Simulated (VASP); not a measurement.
A run of VASP 6.6.1 is set up as follows.

The input INCAR:

```
ALGO = Normal
EDIFF = 1E-7
EDIFFG = -0.02
ENCUT = 520
GGA = PE
GGA_COMPAT = F
IBRION = 2
ISIF = 2
ISMEAR = -1
LASPH = T
LCHARG = F
LREAL = F
LWAVE = F
NELM = 120
NELMIN = 4
NSW = 80
PREC = Accurate
SIGMA = 0.01
```

Contents of KPOINTS:

```
k-points
0
Gamma
  7 7 11
```

File POSCAR:

```
TiO2
1.0
    4.5940000000      0.0000000000      0.0000000000
    0.0000000000      4.5940000000      0.0000000000
    0.0000000000      0.0000000000      2.9590000000
Ti O
2 4
Direct
    0.0000000000      0.0000000000      0.0000000000
    0.5000000000      0.5000000000      0.5000000000
    0.3060000000      0.3060000000      0.0000000000
    0.1940000000      0.8060000000      0.5000000000
    0.6940000000      0.6940000000      0.0000000000
    0.8060000000      0.1940000000      0.5000000000
```

Potentials or basis: VASP PAW PBE potentials, release 64 (Ti_sv, O).

Run with:

```sh
$ cat potpaw_PBE.64/Ti_sv/POTCAR potpaw_PBE.64/O/POTCAR > POTCAR
$ mpirun -np 1 vasp_std > vasp.out
```

Task: Estimate the band gap on the k mesh.

Result: 1.83 eV, direct.

Task: Predict the energy gained by relaxing.

Result: 1.1 meV/atom.

Stress tensor (GPa, compression positive):
```
5.69 0.00 0.00
0.00 5.69 0.00
0.00 0.00 4.96
```

A k mesh can miss the band edges.
